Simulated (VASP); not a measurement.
# Ga (Cmce) in VASP: notebook

Ga is run at these levels: PBE; tasks: single point, relaxation of cell and atoms.

All numbers are computed with VASP 6.6.1; they aren't measurements. Logs are shortened: lines on timing, memory, paths and dates and some standing lists are left out, and cuts for length are marked.

**1. The cell of the first run**

The structure is orthorhombic, space group Cmce (No. 64). Conventional cell: a = 4.573 Å, b = 7.740 Å, c = 4.589 Å, α = 90.00°, β = 90.00°, γ = 90.00°. Within 3.3 Å of Ga (site symmetry m) lie 7 Ga at 2.54 to 2.81 Å.

**2. Single point, PBE**

INCAR reads:

```
PREC     = Accurate       # precision mode
ENCUT    = 500            # plane-wave cutoff, eV
EDIFF    = 1E-6           # SCF threshold, eV
ISMEAR   = 0              # smearing method
SIGMA    = 0.1            # smearing width, eV
LREAL    = F              # projectors in reciprocal space
LASPH    = T              # aspherical terms in the spheres
NELM     = 120            # most SCF steps
ALGO     = Normal         # electronic algorithm
ISIF     = 2              # what is computed and relaxed
LWAVE    = F              # write WAVECAR
LCHARG   = T              # write CHGCAR
GGA      = PE             # functional
LELF     = T              # ELF
LVHAR    = T            
NBANDS   = 34             # bands
GGA_COMPAT= F
```

KPOINTS reads:

```
Automatic mesh
0
Gamma
  12 12 10
```

POSCAR reads:

```
Ga
1.0
    2.2866944478     -3.8697836142      0.0000000000
    2.2866944478      3.8697836142      0.0000000000
    0.0000000000      0.0000000000      4.5890284908
Ga
4
Direct
    0.8436582830      0.1563417170      0.0822683876
    0.6563417170      0.3436582830      0.5822683876
    0.1563417170      0.8436582830      0.9177316124
    0.3436582830      0.6563417170      0.4177316124
```

Potentials or basis: VASP PAW PBE potentials, release 64 (Ga_d).

The run is started by

```
> cat potpaw_PBE.64/Ga_d/POTCAR > POTCAR
> mpirun -np 1 vasp_std > vasp.out
```

OUTCAR:

```text
PREC = Accurate
   ENCUT = 500
   EDIFF = 1E-6
   ISMEAR = 0
   LREAL = F
   LASPH = T
   NELM = 120
   ISIF = 2
   GGA = PE

 ion  position               nearest neighbor table
   1  0.844  0.156  0.082-   3 2.54   2 2.71   2 2.71   4 2.76   4 2.76   3 2.81   3 2.81
   2  0.656  0.344  0.582-   4 2.54   1 2.71   1 2.71   3 2.76   3 2.76   4 2.81   4 2.81
   3  0.156  0.844  0.918-   1 2.54   4 2.71   4 2.71   2 2.76   2 2.76   1 2.81   1 2.81
   4  0.344  0.656  0.418-   2 2.54   3 2.71   3 2.71   1 2.76   1 2.76   2 2.81   2 2.81

  LATTYP: Found a base centered orthorhombic cell.
 ALAT       =     4.5733888956
 B/A-ratio  =     1.6923046356
 C/A-ratio  =     1.0034196950

  Lattice vectors:

 A1 = (   2.2866944478,  -3.8697836142,   0.0000000000)
 A2 = (   2.2866944478,   3.8697836142,   0.0000000000)
 A3 = (   0.0000000000,   0.0000000000,   4.5890284908)

Analysis of symmetry for initial positions (statically):
=====================================================================
 Subroutine PRICEL returns:
 Original cell was already a primitive cell.

 Routine SETGRP: Setting up the symmetry group for a
 base centered orthorhombic supercell.

 Subroutine GETGRP returns: Found  8 space group operations
 (whereof  4 operations were pure point group operations)
 out of a pool of  8 trial point group operations.

The static configuration has the point symmetry C_2h.
 The point group associated with its full space group is D_2h.

Analysis of symmetry for dynamics (positions and initial velocities):
=====================================================================
 Subroutine PRICEL returns:
 Original cell was already a primitive cell.

 Routine SETGRP: Setting up the symmetry group for a
 base centered orthorhombic supercell.

 Subroutine GETGRP returns: Found  8 space group operations
 (whereof  4 operations were pure point group operations)
 out of a pool of  8 trial point group operations.

The dynamic configuration has the point symmetry C_2h.
 The point group associated with its full space group is D_2h.

 Subroutine INISYM returns: Found  8 space group operations
 (whereof  4 operations are pure point group operations),
 and found     1 'primitive' translations

----------------------------------------------------------------------------------------

                                     Primitive cell

  volume of cell :      81.2167

  direct lattice vectors                    reciprocal lattice vectors
     2.286694448 -3.869783614  0.000000000     0.218656236 -0.129206191  0.000000000
     2.286694448  3.869783614  0.000000000     0.218656236  0.129206191  0.000000000
     0.000000000  0.000000000  4.589028491     0.000000000  0.000000000  0.217911046

  length of vectors
     4.494907865  4.494907865  4.589028491     0.253977930  0.253977930  0.217911046

  position of ions in fractional coordinates (direct lattice)
     0.843658283  0.156341717  0.082268388
     0.656341717  0.343658283  0.582268388
     0.156341717  0.843658283  0.917731612
     0.343658283  0.656341717  0.417731612

  ion indices of the primitive-cell ions
   primitive index   ion index
                 1           1
                 2           2
                 3           3
                 4           4

----------------------------------------------------------------------------------------

 KPOINTS: Automatic mesh

Automatic generation of k-mesh.
 Grid dimensions read from file:
 generate k-points for:   12   12   10

 Generating k-lattice:

  Cartesian coordinates                     Fractional coordinates (reciprocal lattice)
     0.018221353 -0.010767183  0.000000000     0.083333333 -0.000000000  0.000000000
     0.018221353  0.010767183  0.000000000    -0.000000000  0.083333333  0.000000000
     0.000000000  0.000000000  0.021791105     0.000000000  0.000000000  0.100000000

  Length of vectors
     0.021164828  0.021164828  0.021791105

  Shift w.r.t. Gamma in fractional coordinates (k-lattice)
     0.000000000  0.000000000  0.000000000

 Subroutine IBZKPT returns following result:
 ===========================================

 Found    258 irreducible k-points:

 Following reciprocal coordinates:
            Coordinates               Weight
  0.000000  0.000000  0.000000      1.000000
  0.083333  0.000000  0.000000      4.000000
  0.166667 -0.000000  0.000000      4.000000
  0.250000 -0.000000  0.000000      4.000000
  0.333333  0.000000  0.000000      4.000000
  0.416667  0.000000  0.000000      4.000000
[... 16 lines left out ...]
  0.500000  0.166667  0.000000      4.000000
 -0.416667  0.166667  0.000000      4.000000
 [... further k-points ...]
   k-points           NKPTS =    258   k-points in BZ     NKDIM =    258   number of bands    NBANDS=     34
   number of dos      NEDOS =    301   number of ions     NIONS =      4
   total plane-waves  NPLWV =  46656
   dimension x,y,z NGX =    36 NGY =   36 NGZ =   36
   dimension x,y,z NGXF=    72 NGYF=   72 NGZF=   72
   ions per type =               4
   NGX,Y,Z   is equivalent  to a cutoff of  13.31, 13.31, 13.04 a.u.
   NGXF,Y,Z  is equivalent  to a cutoff of  26.63, 26.63, 26.08 a.u.
 SYSTEM =  unknown system
   PREC   = accura    normal or accurate (medium, high low for compatibility)
   ISTART =      0    job   : 0-new  1-cont  2-samecut
   ICHARG =      2    charge: 1-file 2-atom 10-const
   ISPIN  =      1    spin polarized calculation?
   LNONCOLLINEAR =      F non collinear calculations
   LSORBIT =      F    spin-orbit coupling
   LASPH  =      T    aspherical Exc in radial PAW
   ENCUT  =  500.0 eV  36.75 Ry    6.06 a.u.   8.20  8.20  8.37*2*pi/ulx,y,z
   NELM   =    120;   NELMIN=  2; NELMDL= -5     # of ELM steps
   EDIFF  = 0.1E-05   stopping-criterion for ELM
   LREAL  =      F    real-space projection
   EDIFFG = 0.1E-04   stopping-criterion for IOM
   NSW    =      0    number of steps for IOM
   IBRION =     -1    ionic relax: 0-MD 1-quasi-New 2-CG
   NFREE  =      0    steps in history (QN), initial steepest desc. (CG)
   ISIF   =      2    stress and relaxation
   ISYM   =      2    0-nonsym 1-usesym 2-fastsym
   POTIM  = 0.5000    time-step for ionic-motion
   TEBEG  =    0.0;   TEEND  =   0.0 temperature during run
   PSTRESS=    0.0 pullay stress
   NELECT =      52.0000    total number of electrons
   NUPDOWN=      -1.0000    fix difference up-down
   EMIN   =  10.00;   EMAX   =-10.00  energy-range for DOS
   EFERMI =   0.00;   METHOD = LEGACY
   ISMEAR =     0;   SIGMA  =   0.10  broadening in eV -4-tet -1-fermi 0-gaus
   EFERMI_NEDOS =   21; number of points for ismear=-14 and -15
   IALGO  =     38    algorithm
   IMIX   =      4    mixing-type and parameters
     AMIX     =   0.40;   BMIX     =  1.00
     AMIX_MAG =   1.60;   BMIX_MAG =  1.00
  volume/ion in A,a.u.               =      20.30       137.02
  Fermi-wavevector in a.u.,A,eV,Ry     =   1.411001  2.666406 27.088176  1.990925
  Thomas-Fermi vector in A             =   2.532897
   LORBIT       =      0    0 simple, 1 ext, 2 COOP (PROOUT), +10 PAW based schemes
   GGA     = PE    functional components
   LHFCALC =     F    Hartree Fock is set to
   AEXX    =    0.0000 exact exchange contribution
   IVDW    =     0    specifies the selected vdW correction
   LEPSILON=     F    determine dielectric tensor
   LRPA    =     F    only Hartree local field effects (RPA)
 non-spin polarized calculation
 Gauss-broadening in eV      SIGMA  =   0.10
  energy-cutoff  :      500.00
  volume of cell :       81.22
 maximum number of plane-waves:      2087
 NGX is ok and might be reduce to    36
   NGX = 17   NGY = 17   NGZ = 17

 number of electron      52.0000012 magnetization

 Free energy of the ion-electron system (eV)
  ---------------------------------------------------
  ext. energy  EPLUGINS =         0.00000000
  ---------------------------------------------------
  free energy    TOTEN  =       -11.63457036 eV

  energy without entropy =      -11.63008221  energy(sigma->0) =      -11.63232629

 E-fermi :   4.6893     XC(G=0): -10.4711

 val. band max:        4.6884754966   @ k =  -0.3333   0.3333   0.2000
 cond. band min:       4.6895870104   @ k =  -0.2500   0.2500   0.3000
 fundamental gap:      0.0011115138
 Fermi energy:         4.6892882102

 k-point     1 :       0.0000    0.0000    0.0000
  band No.  band energies     occupation
      1     -10.3770      2.00000
      2     -10.3688      2.00000
      3     -10.3395      2.00000
      4     -10.3250      2.00000
      5     -10.3077      2.00000
      6     -10.2859      2.00000
[... 26 lines left out ...]
     33      11.3674      0.00000
     34      11.9853      0.00000

 k-point     2 :       0.0833    0.0000    0.0000
  band No.  band energies     occupation
      1     -10.3781      2.00000
      2     -10.3661      2.00000
      3     -10.3413      2.00000
      4     -10.3278      2.00000
      5     -10.3033      2.00000
      6     -10.2840      2.00000
[... 26 lines left out ...]
     33      11.6312      0.00000
     34      11.6978      0.00000

 k-point     3 :       0.1667   -0.0000    0.0000
  band No.  band energies     occupation
      1     -10.3793      2.00000
      2     -10.3584      2.00000
      3     -10.3470      2.00000
      4     -10.3345      2.00000
      5     -10.2957      2.00000
      6     -10.2748      2.00000
[... 26 lines left out ...]
     33      11.0972      0.00000
     34      11.7973      0.00000

 k-point     4 :       0.2500   -0.0000    0.0000
  band No.  band energies     occupation
      1     -10.3782      2.00000
      2     -10.3539      2.00000
      3     -10.3498      2.00000
      4     -10.3391      2.00000
      5     -10.2940      2.00000
      6     -10.2653      2.00000
[... 26 lines left out ...]
     33      10.7087      0.00000
     34      11.6953      0.00000

 k-point     5 :       0.3333    0.0000    0.0000
  band No.  band energies     occupation
      1     -10.3762      2.00000
      2     -10.3546      2.00000
      3     -10.3543      2.00000
      4     -10.3289      2.00000
      5     -10.2970      2.00000
      6     -10.2918      2.00000
[... 621 lines left out ...]
 k-point    22 :       0.4167    0.1667    0.0000
  band No.  band energies     occupation
      1     -10.4006      2.00000
      2     -10.3718      2.00000
      3     -10.3432      2.00000
      4     -10.3188      2.00000
      5     -10.3133      2.00000
      6     -10.2641      2.00000
[... 26 lines left out ...]
     33      11.4413      0.00000
     34      13.1524      0.00000

 k-point    23 :       0.5000    0.1667    0.0000
  band No.  band energies     occupation
      1     -10.3970      2.00000
      2     -10.3816      2.00000
      3     -10.3383      2.00000
      4     -10.3163      2.00000
      5     -10.3061      2.00000
      6     -10.2670      2.00000
[... 26 lines left out ...]
     33      11.8024      0.00000
     34      13.3234      0.00000

 k-point    24 :      -0.4167    0.1667    0.0000
  band No.  band energies     occupation
      1     -10.3898      2.00000
      2     -10.3863      2.00000
      3     -10.3303      2.00000
      4     -10.3232      2.00000
      5     -10.3112      2.00000
      6     -10.2671      2.00000
[... 26 lines left out ...]
     33      11.8258      0.00000
     34      12.7037      0.00000

 [... further k-points ...]

------------------------ aborting loop because EDIFF is reached ----------------------------------------

  FORCE on cell =-STRESS in cart. coord.  units (eV):
  Direction    XX          YY          ZZ          XY          YZ          ZX
  --------------------------------------------------------------------------------------
  -------------------------------------------------------------------------------------
  Total        0.0655481      0.0793951      0.0675776      0.0000000     -0.0000000      0.0000000
  in kB        1.2930798      1.5662406      1.3331150      0.0000000     -0.0000000      0.0000000
  external PRESSURE =       1.3974784 kB  Pullay stress =       0.0000000 kB

 VOLUME and BASIS-vectors are now :
 -----------------------------------------------------------------------------
  energy-cutoff  :      500.00
  volume of cell :       81.22
      direct lattice vectors                 reciprocal lattice vectors
     2.286694448 -3.869783614  0.000000000     0.218656236 -0.129206191  0.000000000
     2.286694448  3.869783614  0.000000000     0.218656236  0.129206191  0.000000000
     0.000000000  0.000000000  4.589028491     0.000000000  0.000000000  0.217911046

 POSITION                                       TOTAL-FORCE (eV/Angst)
 -----------------------------------------------------------------------------------
      2.28669     -2.65977      0.37753         0.000000     -0.003705     -0.000778
      2.28669     -1.21002      2.67205         0.000000      0.003705     -0.000778
      2.28669      2.65977      4.21150         0.000000      0.003705      0.000778
      2.28669      1.21002      1.91698         0.000000     -0.003705      0.000778
 -----------------------------------------------------------------------------------
    total drift:                                0.000000      0.000000     -0.000000

  FREE ENERGIE OF THE ION-ELECTRON SYSTEM (eV)
  ---------------------------------------------------
  free  energy   TOTEN  =       -11.6345703649 eV

  energy  without entropy=      -11.6300822097  energy(sigma->0) =      -11.63232629
```

Wall time 7.2 min (1 thread of Intel Xeon Platinum 8488C (Sapphire Rapids), shared host); peak memory 0.55 GiB.

What came out:

| Item | Value |
| --- | --- |
| Free energy | -11.6346 eV |
| Pressure | 0.1 GPa |
| Largest force | 0.004 eV/Å |
| Band gap on the k mesh | zero (bands 26 and 27 overlap by 1.35 eV) |

Forces in eV/Å, atoms in the order of the input:
```
Ga   0.000 -0.004 -0.001
Ga   0.000  0.004 -0.001
Ga   0.000  0.004  0.001
Ga   0.000 -0.004  0.001
```

(Continued in part 2 of 2.)
